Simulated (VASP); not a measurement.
# SnO2 in VASP: a series of runs, part 2 of 2

VASP 6.6.1. Earlier steps stand in the parts before.

## Step 4: Relaxation of cell and atoms, LDA

This run uses another cell than the first one, of 12.62 Å³/atom.

Input file INCAR:

```
PREC = Accurate ; ENCUT = 600
EDIFF = 1E-6 ; ISMEAR = 0
SIGMA = 0.1 ; LREAL = False
LASPH = True ; NELM = 60
ALGO = Normal ; ISIF = 3
LWAVE = False ; LCHARG = False
GGA = CA ; IBRION = 2
NSW = 100 ; EDIFFG = -0.05
```

Input file KPOINTS:

```
Automatic mesh
0
Gamma
  4 4 4
```

Input file POSCAR:

```
SnO2
1.0
   -3.2488970000      3.4144700000      3.4140210000
    3.2488970000     -3.4144700000      3.4140210000
    3.2488970000      3.4144700000     -3.4140210000
Sn O
4 8
Direct
    0.9964010000      0.2464010000      0.7500000000
    0.0035990000      0.7535990000      0.2500000000
    0.5000000000      0.5000000000      0.5000000000
    0.5000000000      0.0000000000      0.0000000000
    0.1935040000      0.1962260000      0.5027220000
    0.6975650000      0.7540600000      0.9435050000
    0.1935040000      0.6907820000      0.9972780000
    0.3105550000      0.7540600000      0.5564950000
    0.6894450000      0.2459400000      0.4435050000
    0.3024350000      0.2459400000      0.0564950000
    0.8064960000      0.3092180000      0.0027220000
    0.8064960000      0.8037740000      0.4972780000
```

The run is started by

```bash
$ cat potpaw_LDA.64/Sn_d/POTCAR potpaw_LDA.64/O/POTCAR > POTCAR
$ mpirun -np 1 vasp_std > vasp.out
```

It took 8.6 min on 1 thread of Intel Xeon Platinum 8488C (Sapphire Rapids), shared host; peak memory 0.36 GiB.

It converged, with:

| Item | Value |
| --- | --- |
| Free energy | -84.6024 eV |
| Relaxed volume | 11.90 Å³/atom |
| Relaxed cell | a = 5.706 Å, b = 5.706 Å, c = 5.706 Å, α = 111.97°, β = 108.23°, γ = 108.24° |
| Space group after relaxing (to 0.1 Å) | P4_2/mnm (No. 136) |
| Energy gained by relaxing | 25.7 meV/atom |
| Ionic steps | 5 |
| Pressure after relaxing | 0.0 GPa |
| Largest force after relaxing | 0.035 eV/Å |
| Band gap on the k mesh | 1.16 eV |

Forces in eV/Å, atoms in the order of the input:
```
Sn   0.000  0.000  0.035
Sn   0.000  0.000 -0.035
Sn   0.000  0.000  0.000
Sn   0.000  0.000  0.000
O   -0.026  0.000 -0.010
O    0.000 -0.011 -0.029
O    0.026  0.000 -0.010
O    0.000  0.011 -0.029
O    0.000 -0.011  0.029
O    0.000  0.011  0.029
O   -0.026  0.000  0.010
O    0.026  0.000  0.010
```

Stress tensor (GPa, compression positive):
```
 0.29  0.00  0.00
 0.00 -0.14  0.00
 0.00  0.00 -0.14
```

Step by step:
```
step  energy change (eV)  largest force (eV/Å)  pressure (GPa)  volume (Å³)
   1              0.0000                0.1277          -10.84       151.49
   2              0.2334                0.6017           18.05       133.52
   3             -0.2991                0.1438           -0.36       143.38
   4             -0.2992                0.1496           -0.13       143.22
   5             -0.3082                0.0350            0.00       142.80
```

Final structure:
```yaml
crystal:
  lattice:
    - [-3.19176, 3.34442, 3.34430]
    - [3.19176, -3.34442, 3.34430]
    - [3.19176, 3.34442, -3.34430]
  atoms:
    - { symbol: Sn, position: [0.99694, 0.24694, 0.75000] }
    - { symbol: Sn, position: [0.00306, 0.75306, 0.25000] }
    - { symbol: Sn, position: [0.50000, 0.50000, 0.50000] }
    - { symbol: Sn, position: [0.50000, 0.00000, 0.00000] }
    - { symbol: O, position: [0.19407, 0.19652, 0.50245] }
    - { symbol: O, position: [0.69783, 0.75376, 0.94407] }
    - { symbol: O, position: [0.19407, 0.69162, 0.99755] }
    - { symbol: O, position: [0.30969, 0.75376, 0.55593] }
    - { symbol: O, position: [0.69031, 0.24624, 0.44407] }
    - { symbol: O, position: [0.30217, 0.24624, 0.05593] }
    - { symbol: O, position: [0.80593, 0.30838, 0.00245] }
    - { symbol: O, position: [0.80593, 0.80348, 0.49755] }
```

Levels at points of the mesh, in eV from the valence-band top:
```csv
k point,band 48,band 49,band 50,band 51,band 52,band 53,band 54,band 55,band 56,band 57
"(0.00, 0.00, 0.00)",-0.85,-0.85,-0.81,-0.80,0.00,1.16,4.68,4.68,5.94,6.07
"(0.50, 0.00, 0.00)",-1.13,-0.73,-0.72,-0.65,-0.64,4.32,4.32,6.30,6.31,6.82
"(0.00, 0.50, 0.00)",-1.07,-0.88,-0.87,-0.54,-0.51,4.45,4.46,6.03,6.05,8.39
"(0.50, 0.50, 0.00)",-1.08,-0.87,-0.87,-0.53,-0.53,4.45,4.45,6.04,6.04,8.44
"(0.50, 0.50, 0.50)",-1.36,-1.28,-1.28,-0.91,-0.91,4.71,4.71,6.02,6.03,7.31
```

Caveat: spin-orbit coupling is left out, which moves the levels of the heavy elements; the relaxation stopped at a loose force limit of 0.05 eV/Å, so its end isn't a converged minimum.

## Step 5: Single point, LDA (shear of c along a, cell held: -1.0 %, then relaxed in part)

Input file INCAR:

```
  ALGO = Normal
  EDIFF = 1E-6
  ENCUT = 520
  ISIF = 2
  ISMEAR = 0
  KPAR = 4
  LASPH = T
  LCHARG = F
  LREAL = F
  LWAVE = F
  NBANDS = 64
  NELM = 100
  PREC = Accurate
  SIGMA = 0.02
```

Input file KPOINTS:

```
k-points
0
Gamma
  6 6 6
```

Input file POSCAR:

```
SnO2
1.0
   -3.1904240030      3.3392222528      3.3392226050
    3.1904240030     -3.3392222528      3.3392226050
    3.2162513193      3.3121903758     -3.3662544848
Sn O
4 8
Direct
    0.9999844470      0.2499844722      0.7499999995
    0.0000155530      0.7500155278      0.2500000005
    0.5000000000      0.5000000000      0.5000000000
    0.5000000000      0.0000000000      0.0000000000
    0.1941198177      0.1942385134      0.5006949762
    0.6940158577      0.7503360261      0.9437472564
    0.1941197226      0.6942174077      1.0006738867
    0.3060084455      0.7496883404      0.5562527665
    0.6939915545      0.2503116596      0.4437472335
    0.3059841423      0.2496639739      0.0562527436
    0.8058802774      0.3057825923     -0.0006738867
    0.8058801823      0.8057614866      0.4993050238
```

The run is started by

```bash
$ cat potpaw_LDA.64/Sn_d/POTCAR potpaw_LDA.64/O/POTCAR > POTCAR
$ mpirun -np 4 vasp_std > vasp.out
```

Wall time 3.8 min (4 MPI ranks of AMD EPYC 7R13 (Zen 3), shared host); peak memory 0.7 GiB.

The run converged. Its results:

```yaml
Free_energy: -84.5566 eV
Pressure: 0.9 GPa
Largest_force: 0.022 eV/Å
Band_gap_on_the_k_mesh: 1.18 eV
```

Forces on the atoms (eV/Å):
```
Sn   0.000  0.000  0.000
Sn   0.000  0.000  0.000
Sn   0.000  0.000  0.000
Sn   0.000  0.000  0.000
O    0.000  0.001  0.022
O    0.000  0.018  0.001
O    0.001  0.001  0.022
O    0.000 -0.018 -0.001
O    0.000  0.018  0.001
O    0.000 -0.018 -0.001
O   -0.001 -0.001 -0.022
O    0.000 -0.001 -0.022
```

Stress tensor (GPa, compression positive):
```
0.25 0.04 0.41
0.04 1.99 0.14
0.41 0.14 0.32
```

Levels at points of the mesh, in eV from the valence-band top:
| k point | band 48 | band 49 | band 50 | band 51 | band 52 | band 53 | band 54 | band 55 | band 56 | band 57 |
| --- | --- | --- | --- | --- | --- | --- | --- | --- | --- | --- |
| (0.00, 0.00, 0.00) | -0.86 | -0.82 | -0.82 | -0.78 | 0.00 | 1.18 | 4.73 | 4.75 | 5.90 | 6.02 |
| (0.50, 0.00, 0.00) | -1.13 | -0.71 | -0.70 | -0.65 | -0.65 | 4.34 | 4.36 | 6.35 | 6.37 | 6.77 |
| (0.00, 0.50, 0.00) | -1.07 | -0.85 | -0.85 | -0.54 | -0.54 | 4.49 | 4.49 | 6.05 | 6.05 | 8.42 |
| (0.50, 0.50, 0.00) | -1.06 | -0.88 | -0.88 | -0.52 | -0.52 | 4.48 | 4.48 | 6.07 | 6.07 | 8.41 |
| (0.00, 0.00, 0.50) | -1.06 | -0.88 | -0.88 | -0.53 | -0.53 | 4.48 | 4.48 | 6.07 | 6.07 | 8.41 |
| (0.50, 0.00, 0.50) | -1.06 | -0.84 | -0.84 | -0.52 | -0.52 | 4.49 | 4.49 | 6.05 | 6.05 | 8.42 |
| (0.00, 0.50, 0.50) | -1.10 | -0.71 | -0.69 | -0.64 | -0.64 | 4.34 | 4.36 | 6.35 | 6.37 | 6.78 |
| (0.50, 0.50, 0.50) | -1.36 | -1.31 | -1.26 | -0.92 | -0.88 | 4.71 | 4.73 | 6.07 | 6.07 | 7.29 |

Caveat: the cell differs from its parent crystal (shear of c along a, cell held: -1.0 %, then relaxed in part); spin-orbit coupling is left out, which moves the levels of the heavy elements.

## Step 6: The runs side by side

| task | cell | k mesh | cutoff (eV) | smearing | gap on the mesh (eV) | pressure (GPa) | largest force (eV/Å) |
| --- | --- | --- | --- | --- | --- | --- | --- |
| single point | a = 5.642, b = 5.642, c = 5.702 Å, angles 111.7, 108.1, 108.3°, 12 atoms, atomic positions A | 6 × 6 × 6 | 520 | gaussian 0.02 eV | 1.35 | 4.2 | 0.16 |
| single point | a = 5.820 Å, angles 112.1, 108.2, 108.2°, 12 atoms, atomic positions B | 6 × 6 × 6 | 520 | gaussian 0.02 eV | 0.53 | -10.4 | 0.02 |
| relaxation of cell and atoms | relaxed from a = 5.820 Å, angles 112.1, 108.2, 108.2°, 12 atoms, atomic positions C | 4 × 4 × 4 | 600 | gaussian 0.1 eV | 1.16 | 0.0 | 0.04 |
| single point | a = 5.699, b = 5.699, c = 5.714 Å, angles 111.7, 108.7, 108.3°, 12 atoms, atomic positions D | 6 × 6 × 6 | 520 | gaussian 0.02 eV | 1.18 | 0.9 | 0.02 |

Alike in all rows: level LDA; potentials or basis VASP PAW LDA potentials, release 64 (Sn_d, O); no spin polarisation.

Caveats: spin-orbit coupling is left out, which moves the levels of the heavy elements; the cell stands under pressure (at least some runs); the cell stands under tension (at least some runs); semilocal functionals underestimate gaps, and a narrow one can read as zero (at least some runs); the relaxation stopped at a loose force limit of 0.05 eV/Å, so its end isn't a converged minimum (at least some runs).

Absolute energies hang on the potentials; compare differences alone.
